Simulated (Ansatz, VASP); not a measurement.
Two plane-wave programs on Be

```
Be
1.0
     0.00000    2.48068    2.48068
     2.48068    0.00000    2.48068
     2.48068    2.48068    0.00000
Be
2
Direct
  0.00000 0.00000 0.00000
  0.25000 0.25000 0.25000
```

Change from the starting cell: volume scaled by 1.04, PAW files.

Alike in both runs: task electric field gradients; functional PBE; k mesh 13 × 13 × 13; occupations fermi-dirac, width 0.08 eV; no spin polarisation.

```csv
,VASP,Ansatz
version,VASP 6.6.1,Ansatz 0.2.0
potentials or method,"VASP PAW PBE potentials, release 64 (Be)","PAW with Ansatz's default frozen-core files, scalar-relativistic"
plane-wave cutoff (eV),520,420
valence electrons in the cell,4,4
```

|  | VASP | Ansatz | Ansatz less VASP |
| --- | --- | --- | --- |
| pressure (GPa) | -1.6 | -1.6 | -0.03 |
